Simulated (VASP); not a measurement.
# Re (Fm-3m) in VASP: notebook

Runs on Re. Level: r2SCAN. Tasks: single point, relaxation of cell and atoms.

Everything below comes from runs of VASP 6.6.1. Logs are shortened: lines on timing, memory, paths and dates and some standing lists are left out, and cuts for length are marked.

### Step 1. The cell of the first run

Symmetry: Fm-3m, No. 225, cubic system. Conventional cell: a = 3.892 Å, b = 3.892 Å, c = 3.892 Å, α = 90.00°, β = 90.00°, γ = 90.00°. Re (site symmetry m-3m) has 12 Re at 2.75 Å within 3.6 Å.

This isn't the form of Re at room conditions, which is hcp.

### Step 2. Single point, r2SCAN

Input file POSCAR:

```
Re
1.0
    0.0000000000      1.9460580660      1.9460580660
    1.9460580660      0.0000000000      1.9460580660
    1.9460580660      1.9460580660      0.0000000000
Re
1
Direct
    0.0000000000      0.0000000000      0.0000000000
```

Input file INCAR.step1:

```
SYSTEM = Re
PREC = Accurate
ENCUT = 660
ISMEAR = 0
SIGMA = 0.1
LREAL = .False.
LASPH = .True.
NELM = 120
NBANDS = 10
GGA = PE
ALGO = Normal
EDIFF = 1E-5
LWAVE = .True.
LCHARG = .False.
GGA_COMPAT = .False.
```

Input file INCAR.step2:

```
SYSTEM = Re
PREC = Accurate
ENCUT = 660
EDIFF = 1E-6
ISMEAR = 0
SIGMA = 0.1
LREAL = .False.
LASPH = .True.
NELM = 120
ALGO = Normal
ISIF = 2
LWAVE = .False.
LCHARG = .False.
METAGGA = R2SCAN
LMIXTAU = .True.
NBANDS = 10
ISTART = 1
GGA_COMPAT = .False.
```

Input file KPOINTS:

```
regular mesh
0
Gamma
  10 10 10
  0 0 0
```

Potentials or basis: VASP PAW PBE potentials, release 64 (Re).

Launch:

```sh
$ cat potpaw_PBE.64/Re/POTCAR > POTCAR
$ cp INCAR.step1 INCAR
$ mpirun -np 1 vasp_std > vasp.out
$ cp INCAR.step2 INCAR
$ mpirun -np 1 vasp_std > vasp.out
```

OUTCAR:

```text
SYSTEM = Re
   PREC = Accurate
   ENCUT = 660
   EDIFF = 1E-6
   ISMEAR = 0
   LREAL = .False.
   LASPH = .True.
   NELM = 120
   ISIF = 2
   METAGGA = R2SCAN
   ISTART = 1

 ion  position               nearest neighbor table
   1  0.000  0.000  0.000-

  LATTYP: Found a face centered cubic cell.
 ALAT       =     3.8921161320

  Lattice vectors:

 A1 = (   0.0000000000,   1.9460580660,   1.9460580660)
 A2 = (   1.9460580660,   0.0000000000,   1.9460580660)
 A3 = (   1.9460580660,   1.9460580660,   0.0000000000)

Analysis of symmetry for initial positions (statically):
=====================================================================
 Subroutine PRICEL returns:
 Original cell was already a primitive cell.

 Routine SETGRP: Setting up the symmetry group for a
 face centered cubic supercell.

 Subroutine GETGRP returns: Found 48 space group operations
 (whereof 48 operations were pure point group operations)
 out of a pool of 48 trial point group operations.

The static configuration has the point symmetry O_h .

Analysis of symmetry for dynamics (positions and initial velocities):
=====================================================================
 Subroutine PRICEL returns:
 Original cell was already a primitive cell.

 Routine SETGRP: Setting up the symmetry group for a
 face centered cubic supercell.

 Subroutine GETGRP returns: Found 48 space group operations
 (whereof 48 operations were pure point group operations)
 out of a pool of 48 trial point group operations.

The dynamic configuration has the point symmetry O_h .

 Subroutine INISYM returns: Found 48 space group operations
 (whereof 48 operations are pure point group operations),
 and found     1 'primitive' translations

----------------------------------------------------------------------------------------

                                     Primitive cell

  volume of cell :      14.7400

  direct lattice vectors                    reciprocal lattice vectors
     0.000000000  1.946058066  1.946058066    -0.256929641  0.256929641  0.256929641
     1.946058066  0.000000000  1.946058066     0.256929641 -0.256929641  0.256929641
     1.946058066  1.946058066  0.000000000     0.256929641  0.256929641 -0.256929641

  length of vectors
     2.752141710  2.752141710  2.752141710     0.445015192  0.445015192  0.445015192

  position of ions in fractional coordinates (direct lattice)
     0.000000000  0.000000000  0.000000000

  ion indices of the primitive-cell ions
   primitive index   ion index
                 1           1

----------------------------------------------------------------------------------------

 KPOINTS: regular mesh

Automatic generation of k-mesh.
 Grid dimensions read from file:
 generate k-points for:   10   10   10

 Generating k-lattice:

  Cartesian coordinates                     Fractional coordinates (reciprocal lattice)
    -0.025692964  0.025692964  0.025692964     0.100000000  0.000000000  0.000000000
     0.025692964 -0.025692964  0.025692964     0.000000000  0.100000000  0.000000000
     0.025692964  0.025692964 -0.025692964     0.000000000  0.000000000  0.100000000

  Length of vectors
     0.044501519  0.044501519  0.044501519

  Shift w.r.t. Gamma in fractional coordinates (k-lattice)
     0.000000000  0.000000000  0.000000000

 Subroutine IBZKPT returns following result:
 ===========================================

 Found     47 irreducible k-points:

 Following reciprocal coordinates:
            Coordinates               Weight
  0.000000  0.000000  0.000000      1.000000
  0.100000  0.000000  0.000000      8.000000
  0.200000  0.000000  0.000000      8.000000
  0.300000  0.000000  0.000000      8.000000
  0.400000  0.000000  0.000000      8.000000
  0.500000  0.000000  0.000000      4.000000
[... 16 lines left out ...]
  0.300000  0.300000  0.000000      6.000000
  0.400000  0.300000  0.000000     24.000000
 [... further k-points ...]
   k-points           NKPTS =     47   k-points in BZ     NKDIM =     47   number of bands    NBANDS=     10
   number of dos      NEDOS =    301   number of ions     NIONS =      1
   total plane-waves  NPLWV =  13824
   dimension x,y,z NGX =    24 NGY =   24 NGZ =   24
   dimension x,y,z NGXF=    48 NGYF=   48 NGZF=   48
   ions per type =               1
   NGX,Y,Z   is equivalent  to a cutoff of  14.50, 14.50, 14.50 a.u.
   NGXF,Y,Z  is equivalent  to a cutoff of  28.99, 28.99, 28.99 a.u.
 SYSTEM =  Re
   PREC   = accura    normal or accurate (medium, high low for compatibility)
   ISTART =      1    job   : 0-new  1-cont  2-samecut
   ICHARG =      0    charge: 1-file 2-atom 10-const
   ISPIN  =      1    spin polarized calculation?
   LNONCOLLINEAR =      F non collinear calculations
   LSORBIT =      F    spin-orbit coupling
   LASPH  =      T    aspherical Exc in radial PAW
   ENCUT  =  660.0 eV  48.51 Ry    6.96 a.u.   5.76  5.76  5.76*2*pi/ulx,y,z
   NELM   =    120;   NELMIN=  2; NELMDL=  0     # of ELM steps
   EDIFF  = 0.1E-05   stopping-criterion for ELM
   LREAL  =      F    real-space projection
   EDIFFG = 0.1E-04   stopping-criterion for IOM
   NSW    =      0    number of steps for IOM
   IBRION =     -1    ionic relax: 0-MD 1-quasi-New 2-CG
   NFREE  =      0    steps in history (QN), initial steepest desc. (CG)
   ISIF   =      2    stress and relaxation
   ISYM   =      2    0-nonsym 1-usesym 2-fastsym
   POTIM  = 0.5000    time-step for ionic-motion
   TEBEG  =    0.0;   TEEND  =   0.0 temperature during run
   PSTRESS=    0.0 pullay stress
   NELECT =       7.0000    total number of electrons
   NUPDOWN=      -1.0000    fix difference up-down
   EMIN   =  10.00;   EMAX   =-10.00  energy-range for DOS
   EFERMI =   0.00;   METHOD = LEGACY
   ISMEAR =     0;   SIGMA  =   0.10  broadening in eV -4-tet -1-fermi 0-gaus
   EFERMI_NEDOS =   21; number of points for ismear=-14 and -15
   IALGO  =     38    algorithm
   IMIX   =      4    mixing-type and parameters
     AMIX     =   0.40;   BMIX     =  1.00
     AMIX_MAG =   1.60;   BMIX_MAG =  1.00
  volume/ion in A,a.u.               =      14.74        99.47
  Fermi-wavevector in a.u.,A,eV,Ry     =   1.277247  2.413648 22.196015  1.631361
  Thomas-Fermi vector in A             =   2.409858
   LORBIT       =      0    0 simple, 1 ext, 2 COOP (PROOUT), +10 PAW based schemes
   METAGGA = R2SCAN    functional components
   LHFCALC =     F    Hartree Fock is set to
   AEXX    =    0.0000 exact exchange contribution
   IVDW    =     0    specifies the selected vdW correction
   LEPSILON=     F    determine dielectric tensor
   LRPA    =     F    only Hartree local field effects (RPA)
 non-spin polarized calculation
 Gauss-broadening in eV      SIGMA  =   0.10
  energy-cutoff  :      660.00
  volume of cell :       14.74
 maximum number of plane-waves:       588
   NGX = 11   NGY = 11   NGZ = 11

 number of electron       7.0000000 magnetization

 Free energy of the ion-electron system (eV)
  ---------------------------------------------------
  ext. energy  EPLUGINS =         0.00000000
  ---------------------------------------------------
  free energy    TOTEN  =       -52.40520822 eV

  energy without entropy =      -52.39912717  energy(sigma->0) =      -52.40216770

 E-fermi :   8.0385     XC(G=0): -14.9796

 val. band max:        7.9881854761   @ k =  -0.2000   0.2000   0.0000
 cond. band min:       8.0564894683   @ k =  -0.3000   0.3000   0.1000
 fundamental gap:      0.0683039922
 Fermi energy:         8.0384546787

 k-point     1 :       0.0000    0.0000    0.0000
  band No.  band energies     occupation
      1      -2.6737      2.00000
      2       5.9427      2.00000
      3       5.9427      2.00000
      4       5.9427      2.00000
      5       9.3537      0.00000
      6       9.3537      0.00000
      7      22.4734      0.00000
      8      28.5640      0.00000
      9      28.5640      0.00000
     10      28.5640      0.00000

 k-point     2 :       0.1000    0.0000    0.0000
  band No.  band energies     occupation
      1      -2.1957      2.00000
      2       5.6284      2.00000
      3       6.1561      2.00000
      4       6.1561      2.00000
      5       9.1925      0.00000
      6       9.1925      0.00000
      7      23.3781      0.00000
      8      26.5704      0.00000
      9      29.4318      0.00000
     10      29.4318      0.00000

 k-point     3 :       0.2000    0.0000    0.0000
  band No.  band energies     occupation
      1      -0.9557      2.00000
      2       5.0952      2.00000
      3       6.4825      2.00000
      4       6.4825      2.00000
      5       9.1568      0.00000
      6       9.1568      0.00000
      7      23.6264      0.00000
      8      25.7976      0.00000
      9      31.7923      0.00000
     10      31.7923      0.00000

 k-point     4 :       0.3000    0.0000    0.0000
  band No.  band energies     occupation
      1       0.2982      2.00000
      2       5.3310      2.00000
      3       6.3138      2.00000
      4       6.3138      2.00000
      5      10.0156      0.00000
      6      10.0156      0.00000
      7      21.5188      0.00000
      8      25.7469      0.00000
      9      33.6855      0.00000
     10      33.7591      0.00000

 k-point     5 :       0.4000    0.0000    0.0000
  band No.  band energies     occupation
      1       0.7260      2.00000
      2       5.9449      2.00000
      3       5.9449      2.00000
      4       6.9108      2.00000
      5      11.2934      0.00000
      6      11.2934      0.00000
      7      19.6100      0.00000
      8      23.0255      0.00000
      9      30.4092      0.00000
     10      30.4092      0.00000

 k-point     6 :       0.5000    0.0000    0.0000
  band No.  band energies     occupation
      1       0.7467      2.00000
      2       5.7871      2.00000
      3       5.7871      2.00000
      4       8.0587      0.77451
      5      11.9191      0.00000
      6      11.9191      0.00000
      7      18.4191      0.00000
      8      21.9614      0.00000
      9      29.0759      0.00000
     10      29.0759      0.00000
[... 183 lines left out ...]
 k-point    21 :      -0.3000    0.2000    0.0000
  band No.  band energies     occupation
      1       2.2764      2.00000
      2       4.8537      2.00000
      3       4.9310      2.00000
      4       7.2540      2.00000
      5       9.4652      0.00000
      6      13.7691      0.00000
      7      20.9663      0.00000
      8      25.4953      0.00000
      9      26.4384      0.00000
     10      32.7524      0.00000

 k-point    22 :      -0.2000    0.2000    0.0000
  band No.  band energies     occupation
      1       1.3486      2.00000
      2       4.3195      2.00000
      3       5.6969      2.00000
      4       7.6190      2.00000
      5       7.9882      1.52286
      6      12.1441      0.00000
      7      23.1795      0.00000
      8      27.3507      0.00000
      9      27.7120      0.00000
     10      29.6438      0.00000

 k-point    23 :       0.3000    0.3000    0.0000
  band No.  band energies     occupation
      1       1.1523      2.00000
      2       2.8499      2.00000
      3       6.8153      2.00000
      4       9.2766      0.00000
      5       9.2766      0.00000
      6      10.9335      0.00000
      7      26.3281      0.00000
      8      26.3281      0.00000
      9      27.3265      0.00000
     10      31.0026      0.00000

 k-point    24 :       0.4000    0.3000    0.0000
  band No.  band energies     occupation
      1       1.5223      2.00000
      2       2.5732      2.00000
      3       6.8866      2.00000
      4       9.5809      0.00000
      5      11.2714      0.00000
      6      11.7740      0.00000
      7      22.7535      0.00000
      8      24.8546      0.00000
      9      26.3834      0.00000
     10      30.9810      0.00000

 [... further k-points ...]

------------------------ aborting loop because EDIFF is reached ----------------------------------------

  FORCE on cell =-STRESS in cart. coord.  units (eV):
  Direction    XX          YY          ZZ          XY          YZ          ZX
  --------------------------------------------------------------------------------------
  -------------------------------------------------------------------------------------
  Total        0.0109374      0.0109374      0.0109374     -0.0000000     -0.0000000     -0.0000000
  in kB        1.1888485      1.1888485      1.1888485     -0.0000000     -0.0000000     -0.0000000
  external PRESSURE =       1.1888485 kB  Pullay stress =       0.0000000 kB

 VOLUME and BASIS-vectors are now :
 -----------------------------------------------------------------------------
  energy-cutoff  :      660.00
  volume of cell :       14.74
      direct lattice vectors                 reciprocal lattice vectors
     0.000000000  1.946058066  1.946058066    -0.256929641  0.256929641  0.256929641
     1.946058066  0.000000000  1.946058066     0.256929641 -0.256929641  0.256929641
     1.946058066  1.946058066  0.000000000     0.256929641  0.256929641 -0.256929641

 POSITION                                       TOTAL-FORCE (eV/Angst)
 -----------------------------------------------------------------------------------
      0.00000      0.00000      0.00000         0.000000      0.000000      0.000000
 -----------------------------------------------------------------------------------
    total drift:                               -0.000000      0.000000     -0.000000

  FREE ENERGIE OF THE ION-ELECTRON SYSTEM (eV)
  ---------------------------------------------------
  free  energy   TOTEN  =       -52.4052082230 eV

  energy  without entropy=      -52.3991271672  energy(sigma->0) =      -52.40216770
```

Wall time 24 s (1 thread of Intel Xeon Platinum 8488C (Sapphire Rapids), shared host); peak memory 0.15 GiB.

Results:

```yaml
Free_energy: -52.4052 eV
Pressure: 0.1 GPa
Band_gap_on_the_k_mesh: zero (an odd number of electrons rules out a gap without spin polarisation)
```

Levels at points of the mesh, in eV from the Fermi level:
```
           k point  band 1  band 2  band 3  band 4  band 5  band 6  band 7  band 8  band 9
(0.00, 0.00, 0.00)  -10.71   -2.10   -2.10   -2.10    1.32    1.32   14.43   20.53   20.53
(0.50, 0.00, 0.00)   -7.29   -2.25   -2.25    0.02    3.88    3.88   10.38   13.92   21.04
(0.50, 0.50, 0.00)   -7.18   -6.35    2.75    3.89    4.60    4.60   12.81   12.81   13.68
```

Caveat: the PAW data sets were made with another functional, which shifts forces and pressure a little; spin-orbit coupling is left out, which moves the levels of the heavy elements.

### Step 3. Relaxation of cell and atoms, r2SCAN

Input file POSCAR:

```
Re
1.0
    0.0000000000      1.9450000000      1.9450000000
    1.9450000000      0.0000000000      1.9450000000
    1.9450000000      1.9450000000      0.0000000000
Re
1
Direct
    0.0000000000      0.0000000000      0.0000000000
```

Input file INCAR.step1:

```
PREC = Accurate
ENCUT = 660
ISMEAR = 0
SIGMA = 0.1
LREAL = F
LASPH = T
NELM = 120
GGA = PE
ALGO = Normal
EDIFF = 1E-5
LWAVE = T
LCHARG = F
GGA_COMPAT = F
IBRION = 2
ISIF = 3
EDIFFG = -0.005
NELMIN = 4
NSW = 100
```

Input file INCAR.step2:

```
PREC = Accurate
ENCUT = 660
EDIFF = 1E-7
ISMEAR = 0
SIGMA = 0.1
LREAL = F
LASPH = T
NELM = 120
ALGO = Normal
ISIF = 3
LWAVE = F
LCHARG = F
METAGGA = R2SCAN
LMIXTAU = T
IBRION = 2
NSW = 80
EDIFFG = -0.02
ISTART = 1
GGA_COMPAT = F
NELMIN = 4
```

Input file KPOINTS:

```
Automatic mesh
0
Gamma
  10 10 10
```

Potentials or basis: VASP PAW PBE potentials, release 64 (Re).

Launch:

```sh
$ cat potpaw_PBE.64/Re/POTCAR > POTCAR
$ cp INCAR.step1 INCAR
$ mpirun -np 1 vasp_std > vasp.out
$ cp INCAR.step2 INCAR
$ mpirun -np 1 vasp_std > vasp.out
```

Run time: 57 s. Hardware: 1 thread of Intel Xeon Platinum 8488C (Sapphire Rapids), shared host; peak memory 0.15 GiB.

It converged, with:

| Item | Value |
| --- | --- |
| Free energy | -52.4052 eV |
| Relaxed volume | 14.74 Å³/atom |
| Relaxed cell | a = 2.752 Å, b = 2.752 Å, c = 2.752 Å, α = 60.00°, β = 60.00°, γ = 60.00° |
| Space group after relaxing (to 0.1 Å) | Fm-3m (No. 225) |
| Energy gained by relaxing | 0.1 meV/atom |
| Ionic steps | 3 |
| Pressure after relaxing | 0.0 GPa |
| Band gap on the k mesh | zero (an odd number of electrons rules out a gap without spin polarisation) |

Final structure:
```yaml
crystal:
  lattice:
    - [0.00000, 1.94622, 1.94622]
    - [1.94622, 0.00000, 1.94622]
    - [1.94622, 1.94622, 0.00000]
  atoms:
    - { symbol: Re, position: [0.00000, 0.00000, 0.00000] }
```

Levels at points of the mesh, in eV from the Fermi level:
```
           k point  band 1  band 2  band 3  band 4  band 5  band 6  band 7
(0.00, 0.00, 0.00)  -10.71   -2.10   -2.10   -2.10    1.31    1.31   14.43
(0.50, 0.00, 0.00)   -7.29   -2.25   -2.25    0.02    3.88    3.88   10.38
(0.50, 0.50, 0.00)   -7.18   -6.35    2.75    3.89    4.60    4.60   12.80
```

Caveat: the PAW data sets were made with another functional, which shifts forces and pressure a little; spin-orbit coupling is left out, which moves the levels of the heavy elements.
